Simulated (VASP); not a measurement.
HgTe (zinc blende type), 2 atoms in the cell. Symmetry: R3m, No. 160, trigonal system. Conventional cell: a = 4.709 Å, b = 4.709 Å, c = 11.535 Å, α = 90.00°, β = 90.00°, γ = 120.00°. Within 3.7 Å of Hg (site symmetry 3m) lie 4 Te at 2.82 to 2.90 Å. Within 3.7 Å of Te (site symmetry 3m) lie 4 Hg at 2.82 to 2.90 Å. 

- Program: VASP 6.6.1
- Task: single point
- Functional: PBE
- Potentials or basis: VASP PAW PBE potentials, release 64 (Hg, Te)
- Cutoff: 520 eV
- k mesh: 4 × 4 × 4
- Occupations: fermi-dirac, width 0.1 eV
- Spin: no spin polarisation
- Dipole correction: no
- Further INCAR settings: ALGO = Normal; EDIFF = 1e-07; NBANDS = 16

Potentials or basis: VASP PAW PBE potentials, release 64 (Hg, Te).

Launch:

```sh
$ cat potpaw_PBE.64/Hg/POTCAR potpaw_PBE.64/Te/POTCAR > POTCAR
$ mpirun -np 1 vasp_std > vasp.out
```

Hardware: 1 thread of AMD EPYC 9R45 96-Core Processor (Zen 5), with other jobs on the host.

Estimate the wall time of this run.

Wall time 12 s on 1 thread of AMD EPYC 9R45 96-Core Processor (Zen 5), on a shared host, peak memory 0.18 GiB. Counts: scf iterations 13, k points 13.
